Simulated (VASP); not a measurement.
# KBr (Fm-3m) in VASP: notebook

The runs below take KBr through relaxation of cell and atoms, with LDA, PBE.

All numbers are computed with VASP 6.6.1; they aren't measurements. Logs are shortened: lines on timing, memory, paths and dates and some standing lists are left out, and cuts for length are marked.

## Step 1: The cell of the first run

The structure is cubic, space group Fm-3m (No. 225). The conventional cell has a = 6.600 Å, b = 6.600 Å, c = 6.600 Å, α = 90.00°, β = 90.00°, γ = 90.00°. Within 4.3 Å of Br (site symmetry m-3m) lie 6 K at 3.30 Å. K (site symmetry m-3m) has 6 Br at 3.30 Å within 4.3 Å.

## Step 2: Relaxation of cell and atoms, LDA

INCAR reads:

```
SYSTEM = KBr
  ALGO = Normal
  EDIFF = 1E-6
  EDIFFG = -0.005
  ENCUT = 600
  GGA = CA
  IBRION = 2
  ISIF = 3
  ISMEAR = -1
  LASPH = .TRUE.
  LCHARG = .FALSE.
  LREAL = .FALSE.
  LWAVE = .FALSE.
  NELM = 100
  NSW = 80
  PREC = Accurate
  SIGMA = 0.05
```

KPOINTS reads:

```
k-points
0
G
  7 7 7
  0 0 0
```

POSCAR reads:

```
KBr
1.0
    0.0000000000      3.3000000000      3.3000000000
    3.3000000000      0.0000000000      3.3000000000
    3.3000000000      3.3000000000      0.0000000000
Br K
1 1
Direct
    0.5000000000      0.5000000000      0.5000000000
    0.0000000000      0.0000000000      0.0000000000
```

Potentials or basis: VASP PAW LDA potentials, release 64 (Br, K_sv).

On the command line:

```sh
cat potpaw_LDA.64/Br/POTCAR potpaw_LDA.64/K_sv/POTCAR > POTCAR
mpirun -np 1 vasp_std > vasp.out
```

OUTCAR:

```text
SYSTEM = KBr
   EDIFF = 1E-6
   EDIFFG = -0.005
   ENCUT = 600
   GGA = CA
   IBRION = 2
   ISIF = 3
   ISMEAR = -1
   LASPH = .TRUE.
   LREAL = .FALSE.
   NELM = 100
   NSW = 80
   PREC = Accurate

 ion  position               nearest neighbor table
   1  0.500  0.500  0.500-   2 3.30   2 3.30   2 3.30   2 3.30   2 3.30   2 3.30
   2  0.000  0.000  0.000-   1 3.30   1 3.30   1 3.30   1 3.30   1 3.30   1 3.30

  LATTYP: Found a face centered cubic cell.
 ALAT       =     6.6000000000

  Lattice vectors:

 A1 = (   0.0000000000,   3.3000000000,   3.3000000000)
 A2 = (   3.3000000000,   0.0000000000,   3.3000000000)
 A3 = (   3.3000000000,   3.3000000000,   0.0000000000)

Analysis of symmetry for initial positions (statically):
=====================================================================
 Subroutine PRICEL returns:
 Original cell was already a primitive cell.

 Routine SETGRP: Setting up the symmetry group for a
 face centered cubic supercell.

 Subroutine GETGRP returns: Found 48 space group operations
 (whereof 48 operations were pure point group operations)
 out of a pool of 48 trial point group operations.

The static configuration has the point symmetry O_h .

Analysis of symmetry for dynamics (positions and initial velocities):
=====================================================================
 Subroutine PRICEL returns:
 Original cell was already a primitive cell.

 Routine SETGRP: Setting up the symmetry group for a
 face centered cubic supercell.

 Subroutine GETGRP returns: Found 48 space group operations
 (whereof 48 operations were pure point group operations)
 out of a pool of 48 trial point group operations.

The dynamic configuration has the point symmetry O_h .

 Subroutine INISYM returns: Found 48 space group operations
 (whereof 48 operations are pure point group operations),
 and found     1 'primitive' translations

----------------------------------------------------------------------------------------

                                     Primitive cell

  volume of cell :      71.8740

  direct lattice vectors                    reciprocal lattice vectors
     0.000000000  3.300000000  3.300000000    -0.151515152  0.151515152  0.151515152
     3.300000000  0.000000000  3.300000000     0.151515152 -0.151515152  0.151515152
     3.300000000  3.300000000  0.000000000     0.151515152  0.151515152 -0.151515152

  length of vectors
     4.666904756  4.666904756  4.666904756     0.262431941  0.262431941  0.262431941

  position of ions in fractional coordinates (direct lattice)
     0.500000000  0.500000000  0.500000000
     0.000000000  0.000000000  0.000000000

  ion indices of the primitive-cell ions
   primitive index   ion index
                 1           1
                 2           2

----------------------------------------------------------------------------------------

 KPOINTS: k-points

Automatic generation of k-mesh.
 Grid dimensions read from file:
 generate k-points for:    7    7    7

 Generating k-lattice:

  Cartesian coordinates                     Fractional coordinates (reciprocal lattice)
    -0.021645022  0.021645022  0.021645022     0.142857143  0.000000000  0.000000000
     0.021645022 -0.021645022  0.021645022     0.000000000  0.142857143  0.000000000
     0.021645022  0.021645022 -0.021645022     0.000000000  0.000000000  0.142857143

  Length of vectors
     0.037490277  0.037490277  0.037490277

  Shift w.r.t. Gamma in fractional coordinates (k-lattice)
     0.000000000  0.000000000  0.000000000

 Subroutine IBZKPT returns following result:
 ===========================================

 Found     20 irreducible k-points:

 Following reciprocal coordinates:
            Coordinates               Weight
  0.000000  0.000000  0.000000      1.000000
  0.142857  0.000000  0.000000      8.000000
  0.285714  0.000000  0.000000      8.000000
  0.428571  0.000000  0.000000      8.000000
  0.142857  0.142857  0.000000      6.000000
  0.285714  0.142857  0.000000     24.000000
[... 12 lines left out ...]
 -0.428571  0.428571  0.142857     24.000000
 -0.285714  0.428571  0.142857     24.000000
   k-points           NKPTS =     20   k-points in BZ     NKDIM =     20   number of bands    NBANDS=     12
   number of dos      NEDOS =    301   number of ions     NIONS =      2
   total plane-waves  NPLWV =  64000
   dimension x,y,z NGX =    40 NGY =   40 NGZ =   40
   dimension x,y,z NGXF=    80 NGYF=   80 NGZF=   80
   ions per type =               1   1
   NGX,Y,Z   is equivalent  to a cutoff of  14.25, 14.25, 14.25 a.u.
   NGXF,Y,Z  is equivalent  to a cutoff of  28.50, 28.50, 28.50 a.u.
 SYSTEM =  KBr
   PREC   = accura    normal or accurate (medium, high low for compatibility)
   ISTART =      0    job   : 0-new  1-cont  2-samecut
   ICHARG =      2    charge: 1-file 2-atom 10-const
   ISPIN  =      1    spin polarized calculation?
   LNONCOLLINEAR =      F non collinear calculations
   LSORBIT =      F    spin-orbit coupling
   LASPH  =      T    aspherical Exc in radial PAW
   ENCUT  =  600.0 eV  44.10 Ry    6.64 a.u.   9.32  9.32  9.32*2*pi/ulx,y,z
   NELM   =    100;   NELMIN=  2; NELMDL= -5     # of ELM steps
   EDIFF  = 0.1E-05   stopping-criterion for ELM
   LREAL  =      F    real-space projection
   EDIFFG = -.5E-02   stopping-criterion for IOM
   NSW    =     80    number of steps for IOM
   IBRION =      2    ionic relax: 0-MD 1-quasi-New 2-CG
   NFREE  =      1    steps in history (QN), initial steepest desc. (CG)
   ISIF   =      3    stress and relaxation
   ISYM   =      2    0-nonsym 1-usesym 2-fastsym
   POTIM  = 0.5000    time-step for ionic-motion
   TEBEG  =    0.0;   TEEND  =   0.0 temperature during run
   PSTRESS=    0.0 pullay stress
   NELECT =      16.0000    total number of electrons
   NUPDOWN=      -1.0000    fix difference up-down
   EMIN   =  10.00;   EMAX   =-10.00  energy-range for DOS
   EFERMI =   0.00;   METHOD = LEGACY
   ISMEAR =    -1;   SIGMA  =   0.05  broadening in eV -4-tet -1-fermi 0-gaus
   EFERMI_NEDOS =   21; number of points for ismear=-14 and -15
   IALGO  =     38    algorithm
   IMIX   =      4    mixing-type and parameters
     AMIX     =   0.40;   BMIX     =  1.00
     AMIX_MAG =   1.60;   BMIX_MAG =  1.00
  volume/ion in A,a.u.               =      35.94       242.51
  Fermi-wavevector in a.u.,A,eV,Ry     =   0.992181  1.874950 13.393889  0.984423
  Thomas-Fermi vector in A             =   2.123975
   LORBIT       =      0    0 simple, 1 ext, 2 COOP (PROOUT), +10 PAW based schemes
   GGA     = CA    functional components
   LHFCALC =     F    Hartree Fock is set to
   AEXX    =    0.0000 exact exchange contribution
   IVDW    =     0    specifies the selected vdW correction
   LEPSILON=     F    determine dielectric tensor
   LRPA    =     F    only Hartree local field effects (RPA)
 conjugate gradient relaxation of ions
 non-spin polarized calculation
  energy-cutoff  :      600.00
  volume of cell :       71.87
 maximum number of plane-waves:      2421
 NGX is ok and might be reduce to    40
   NGX = 19   NGY = 19   NGZ = 19

--------------------------------------- Ionic step        1  -------------------------------------------

 number of electron      16.0000000 magnetization

 Free energy of the ion-electron system (eV)
  ---------------------------------------------------
  ext. energy  EPLUGINS =         0.00000000
  ---------------------------------------------------
  free energy    TOTEN  =        -6.79744936 eV

  energy without entropy =       -6.79744936  energy(sigma->0) =       -6.79744936

------------------------ aborting loop because EDIFF is reached ----------------------------------------

  FORCE on cell =-STRESS in cart. coord.  units (eV):
  Direction    XX          YY          ZZ          XY          YZ          ZX
  --------------------------------------------------------------------------------------
  -------------------------------------------------------------------------------------
  Total       -0.7130841     -0.7130841     -0.7130841     -0.0000000     -0.0000000     -0.0000000
  in kB      -15.8956948    -15.8956948    -15.8956948     -0.0000000     -0.0000000     -0.0000000
  external PRESSURE =     -15.8956948 kB  Pullay stress =       0.0000000 kB

 VOLUME and BASIS-vectors are now :
 -----------------------------------------------------------------------------
  energy-cutoff  :      600.00
  volume of cell :       71.87
      direct lattice vectors                 reciprocal lattice vectors
     0.000000000  3.300000000  3.300000000    -0.151515152  0.151515152  0.151515152
     3.300000000  0.000000000  3.300000000     0.151515152 -0.151515152  0.151515152
     3.300000000  3.300000000  0.000000000     0.151515152  0.151515152 -0.151515152

 POSITION                                       TOTAL-FORCE (eV/Angst)
 -----------------------------------------------------------------------------------
      3.30000      3.30000      3.30000         0.000000      0.000000      0.000000
      0.00000      0.00000      0.00000         0.000000      0.000000      0.000000
 -----------------------------------------------------------------------------------
    total drift:                                0.000000     -0.000000     -0.000000

  FREE ENERGIE OF THE ION-ELECTRON SYSTEM (eV)
  ---------------------------------------------------
  free  energy   TOTEN  =        -6.7974493558 eV
[... 53 lines left out ...]
 VOLUME and BASIS-vectors are now :
 -----------------------------------------------------------------------------
  energy-cutoff  :      600.00
  volume of cell :       65.23
      direct lattice vectors                 reciprocal lattice vectors
     0.000000000  3.194980763  3.194980763    -0.156495465  0.156495465  0.156495465
     3.194980763 -0.000000000  3.194980763     0.156495465 -0.156495465  0.156495465
     3.194980763  3.194980763  0.000000000     0.156495465  0.156495465 -0.156495465

 POSITION                                       TOTAL-FORCE (eV/Angst)
 -----------------------------------------------------------------------------------
      3.19498      3.19498      3.19498         0.000000      0.000000     -0.000000
      0.00000      0.00000      0.00000        -0.000000      0.000000      0.000000
 -----------------------------------------------------------------------------------
    total drift:                                0.000000     -0.000000     -0.000000

  FREE ENERGIE OF THE ION-ELECTRON SYSTEM (eV)
  ---------------------------------------------------
  free  energy   TOTEN  =        -6.8349644750 eV

  energy  without entropy=       -6.8349644749  energy(sigma->0) =       -6.83496447

--------------------------------------- Ionic step        4  -------------------------------------------

 number of electron      15.9999999 magnetization

 Free energy of the ion-electron system (eV)
  ---------------------------------------------------
  ext. energy  EPLUGINS =         0.00000000
  ---------------------------------------------------
  free energy    TOTEN  =        -6.83501352 eV

  energy without entropy =       -6.83501352  energy(sigma->0) =       -6.83501352

 E-fermi :  -0.4616     XC(G=0):  -8.2964

 val. band max:       -1.4685246929   @ k =   0.0000   0.0000   0.0000
 cond. band min:       2.8466957813   @ k =   0.0000   0.0000   0.0000
 fundamental gap:      4.3152204742
 Fermi energy:        -0.4615846711

 k-point     1 :       0.0000    0.0000    0.0000
  band No.  band energies     occupation
      1     -28.6871      2.00000
      2     -13.9294      2.00000
      3     -12.4122      2.00000
      4     -12.4122      2.00000
      5     -12.4122      2.00000
      6      -1.4685      2.00000
      7      -1.4685      2.00000
      8      -1.4685      2.00000
      9       2.8467      0.00000
     10       5.8719      0.00000
     11       5.8719      0.00000
     12       5.8719      0.00000

 k-point     2 :       0.1429    0.0000    0.0000
  band No.  band energies     occupation
      1     -28.6850      2.00000
      2     -13.9717      2.00000
      3     -12.4136      2.00000
      4     -12.4136      2.00000
      5     -12.3521      2.00000
      6      -1.8328      2.00000
      7      -1.5604      2.00000
      8      -1.5604      2.00000
      9       3.4202      0.00000
     10       5.7530      0.00000
     11       6.1405      0.00000
     12       6.1405      0.00000
[... 281 lines left out ...]
 VOLUME and BASIS-vectors are now :
 -----------------------------------------------------------------------------
  energy-cutoff  :      600.00
  volume of cell :       64.98
      direct lattice vectors                 reciprocal lattice vectors
     0.000000000  3.190977525  3.190977525    -0.156691796  0.156691796  0.156691796
     3.190977525 -0.000000000  3.190977525     0.156691796 -0.156691796  0.156691796
     3.190977525  3.190977525  0.000000000     0.156691796  0.156691796 -0.156691796

 POSITION                                       TOTAL-FORCE (eV/Angst)
 -----------------------------------------------------------------------------------
      3.19098      3.19098      3.19098        -0.000000     -0.000000     -0.000000
      0.00000      0.00000      0.00000         0.000000      0.000000      0.000000
 -----------------------------------------------------------------------------------
    total drift:                                0.000000     -0.000000     -0.000000

  FREE ENERGIE OF THE ION-ELECTRON SYSTEM (eV)
  ---------------------------------------------------
  free  energy   TOTEN  =        -6.8350135193 eV

  energy  without entropy=       -6.8350135192  energy(sigma->0) =       -6.83501352

 reached required accuracy - stopping structural energy minimisation
```

Run time: 70 s. Hardware: 1 thread of Intel Xeon 6975P-C, shared host; peak memory 0.21 GiB.

What came out:

```
Free energy                            : -6.8350 eV
Relaxed volume                         : 32.49 Å³/atom
Relaxed cell                           : a = 4.513 Å, b = 4.513 Å, c = 4.513 Å, α = 60.00°, β = 60.00°, γ = 60.00°
Space group after relaxing (to 0.05 Å) : Fm-3m (No. 225)
Energy gained by relaxing              : 18.8 meV/atom
Ionic steps                            : 4
Pressure after relaxing                : 0.0 GPa
Band gap on the k mesh                 : 4.32 eV, direct
```

Step by step:
```csv
step,energy change (eV),largest force (eV/Å),pressure (GPa),volume (Å³)
1,0.0000,0.0000,-1.59,71.87
2,-0.0284,0.0000,-0.87,68.23
3,-0.0375,0.0000,-0.07,65.23
4,-0.0376,0.0000,0.01,64.98
```

Final structure:
```
Br K
1.0
     0.00000    3.19098    3.19098
     3.19098    0.00000    3.19098
     3.19098    3.19098    0.00000
Br K
1 1
Direct
  0.50000 0.50000 0.50000
  0.00000 0.00000 0.00000
```

Levels at points of the mesh, in eV from the valence-band top:
```
           k point  band 5  band 6  band 7  band 8  band 9  band 10  band 11  band 12
(0.00, 0.00, 0.00)  -10.94    0.00    0.00    0.00    4.32     7.34     7.34     7.34
```

Expect the measured gap to be larger: semilocal functionals such as LDA lack the derivative discontinuity. Zero-point motion and thermal expansion aren't in these numbers.

(Part 1 of 2 ends here.)
